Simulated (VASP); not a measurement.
SiO2 (Cristobalite): single point with PBE

SiO2 (Cristobalite):

```
Si O
1.0
     4.98900    0.00000    0.00000
     0.00000    4.98900    0.00000
     0.00000    0.00000    6.99100
Si O
4 8
Cartesian
  1.5108 1.5108 0.0000
  0.9837 4.0053 1.7477
  3.4782 3.4782 3.4955
  4.0053 0.9837 5.2432
  1.1860 0.5585 1.2766
  1.9360 3.6805 3.0243
  3.8030 4.4305 4.7721
  3.0530 1.3085 6.5198
  3.6805 1.9360 3.9667
  4.4305 3.8030 2.2189
  1.3085 3.0530 0.4712
  0.5585 1.1860 5.7144
```

```yaml
Program: VASP 6.6.1
Task: single point
Functional: PBE
Potentials_or_basis: VASP PAW PBE potentials, release 64 (Si, O)
Cutoff: 520 eV
k_mesh: 4 × 4 × 3
Occupations: fermi-dirac, width 0.02 eV
Spin: no spin polarisation
```

```yaml
Pressure: 1.1 GPa
Largest_force: 0.030 eV/Å
Band_gap_on_the_k_mesh: 5.60 eV, direct
```

Forces on the atoms (eV/Å):
```
Si   0.021  0.021  0.000
Si  -0.021  0.021  0.000
Si  -0.021 -0.021  0.000
Si   0.021 -0.021  0.000
O    0.002 -0.005 -0.001
O    0.005  0.002 -0.001
O   -0.002  0.005 -0.001
O   -0.005 -0.002 -0.001
O    0.002  0.005  0.001
O    0.005 -0.002  0.001
O   -0.002 -0.005  0.001
O   -0.005  0.002  0.001
```

Stress tensor (GPa, compression positive):
```
1.26 0.00 0.00
0.00 1.26 0.00
0.00 0.00 0.66
```

Levels at points of the mesh, in eV from the valence-band top:
```
           k point  band 30  band 31  band 32  band 33  band 34  band 35
(0.00, 0.00, 0.00)    -0.32    -0.32     0.00     5.60     8.74     8.74
(0.50, 0.00, 0.00)    -0.63    -0.48    -0.48     7.63     7.63     9.20
(0.50, 0.50, 0.00)    -0.57    -0.52    -0.52     8.62     8.62     8.68
```

Run time: 94 s on 1 thread of Intel(R) Xeon(R) Platinum 8259CL CPU @ 2.50GHz (Skylake/Cascade Lake), on a shared host, peak memory 0.29 GiB.
